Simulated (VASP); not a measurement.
# C: single point with r2SCAN

Crystal: C.

```
CELL_PARAMETERS angstrom
0.00000 1.72672 1.72672
1.72672 0.00000 1.72672
1.72672 1.72672 0.00000
ATOMIC_POSITIONS crystal
C 0.00000 0.00000 0.00000
C 0.25000 0.25000 0.25000
```

This cell differs from its parent crystal: strain -3.0%.

- Program: VASP 6.6.1
- Task: single point
- Functional: r2SCAN
- Potentials or basis: VASP PAW PBE potentials, release 64 (C)
- Cutoff: 520 eV
- k mesh: 12 × 12 × 12
- Occupations: gaussian, width 0.01 eV
- Spin: no spin polarisation
- Dipole correction: no
- Further INCAR settings: ALGO = Normal; EDIFF = 1e-07; NBANDS = 11

The pressure is 50.2 GPa and the band gap on the k mesh is 4.58 eV, indirect (least direct gap 6.10 eV).

Levels at points of the mesh, in eV from the valence-band top:
| k point | band 1 | band 2 | band 3 | band 4 | band 5 | band 6 | band 7 | band 8 | band 9 |
| --- | --- | --- | --- | --- | --- | --- | --- | --- | --- |
| (0.00, 0.00, 0.00) | -24.08 | 0.00 | 0.00 | 0.00 | 6.10 | 6.10 | 6.10 | 16.21 | 21.78 |
| (0.50, 0.00, 0.00) | -17.55 | -15.19 | -3.25 | -3.25 | 9.28 | 9.28 | 10.54 | 17.63 | 24.77 |
| (0.50, 0.50, 0.00) | -14.32 | -14.32 | -7.29 | -7.29 | 5.21 | 5.21 | 19.47 | 19.47 | 26.61 |

Wall time 42 s on 1 thread of AMD EPYC 7R43 64-Core Processor (Zen 3), with other jobs on the host, peak memory 0.08 GiB.

Caveat: the cell differs from its parent crystal (strain -3.0%); the PAW data sets were made with another functional, which shifts forces and pressure a little. A k mesh can miss the band edges.
